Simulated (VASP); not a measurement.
Write the native input for VASP 6.6.1 that does the following.

| Item | Value |
| --- | --- |
| Task | electric field gradients |
| Functional | PBEsol |
| Potentials or basis | VASP PAW PBE potentials, release 64 (Ta_pv) |
| Cutoff | 520 eV |
| k mesh | 17 × 17 × 17 |
| Occupations | fermi-dirac, width 0.08 eV |
| Spin | no spin polarisation |
| Dipole correction | no |
| Further INCAR settings | ALGO = Normal; EDIFF = 1e-08; NBANDS = 12 |

The structure of Ta lies in POSCAR:

```
Ta
1.0
   -1.6017416000      1.6512800000      1.6512800000
    1.6512800000     -1.6017416000      1.6512800000
    1.6512800000      1.6512800000     -1.6017416000
Ta
1
Direct
    0.0000000000      0.0000000000      0.0000000000
```

This cell differs from its parent crystal: equal xy, yz and zx shear strains of +3 %.

One way to write it, as run:

INCAR

```
SYSTEM = Ta
PREC = Accurate
ENCUT = 520
EDIFF = 1E-8
ISMEAR = -1
SIGMA = 0.08
LREAL = .False.
LASPH = .True.
NELM = 100
ALGO = Normal
ISIF = 2
LWAVE = .False.
LCHARG = .False.
GGA = PS
LEFG = .True.
NBANDS = 12
```

KPOINTS

```
regular mesh
0
Gamma
  17 17 17
  0 0 0
```

Potentials or basis: VASP PAW PBE potentials, release 64 (Ta_pv).

Run with:

```bash
$ cat potpaw_PBE.64/Ta_pv/POTCAR > POTCAR
$ mpirun -np 1 vasp_std > vasp.out
```

It gave:

```
Pressure                                : -3.2 GPa
Band gap on the k mesh                  : zero (an odd number of electrons rules out a gap without spin polarisation)
Largest electric field gradient by atom : Ta -33.6 V/Å²
```

Caveat: the cell differs from its parent crystal (equal xy, yz and zx shear strains of +3 %); the cell stands under tension; without QUAD_EFG the Cq values of the log hold for a quadrupole moment of 1 mb, not for the nuclei; the PAW data sets were made with another functional, which shifts forces and pressure a little; spin-orbit coupling is left out, which moves the levels of the heavy elements.

Wall time 110 s on 1 thread of Intel(R) Xeon(R) Platinum 8259CL CPU @ 2.50GHz (Skylake/Cascade Lake), on a shared host, peak memory 0.22 GiB.
